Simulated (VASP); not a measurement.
Here is a VASP 6.6.1 calculation.

File INCAR:

```
SYSTEM = Ta3SiO4
  ALGO = Normal
  EDIFF = 1E-6
  EDIFFG = -0.04
  ENCUT = 600
  GGA = PE
  IBRION = 2
  ISIF = 3
  ISMEAR = 0
  ISPIN = 2
  LASPH = .True.
  LCHARG = .False.
  LMAXMIX = 4
  LORBIT = 11
  LREAL = .False.
  LWAVE = .False.
  MAGMOM = 1 1 1 0 0 0 0 0
  NELM = 150
  NSW = 90
  PREC = Accurate
  SIGMA = 0.1
```

File KPOINTS:

```
k-points
0
Gamma
  4 4 4
  0 0 0
```

File POSCAR:

```
Ta3SiO4
1.0
    4.8732149300      0.0000000000      0.0000000000
    0.0000000000      4.8732149300      0.0000000000
    0.0000000000      0.0000000000      4.8732149300
Ta Si O
3 1 4
Direct
    0.0000000000      0.5000000000      0.5000000000
    0.5000000000      0.0000000000      0.5000000000
    0.5000000000      0.5000000000      0.0000000000
    0.0000000000      0.0000000000      0.0000000000
    0.5000000000      0.0000000000      0.0000000000
    0.0000000000      0.5000000000      0.0000000000
    0.0000000000      0.0000000000      0.5000000000
    0.5000000000      0.5000000000      0.5000000000
```

Potentials or basis: VASP PAW PBE potentials, release 64 (Ta_pv, Si, O).

The run is started by

```sh
$ cat potpaw_PBE.64/Ta_pv/POTCAR potpaw_PBE.64/Si/POTCAR potpaw_PBE.64/O/POTCAR > POTCAR
$ mpirun -np 1 vasp_std > vasp.out
```

Task: Estimate the space group after relaxing (to 0.05 Å).

Result: Pm-3m (No. 221).

Task: Predict the relaxed volume.

Result: 11.53 Å³/atom.

Step by step:
```tsv
step	energy change (eV)	largest force (eV/Å)	pressure (GPa)	volume (Å³)
1	0.0000	0.0000	-26.81	115.73
2	-1.1929	0.0000	37.91	79.74
3	-2.4528	0.0000	-0.49	92.27
```

Caveat: the volume moved by over 15 % at a fixed basis, so the end points are rough.
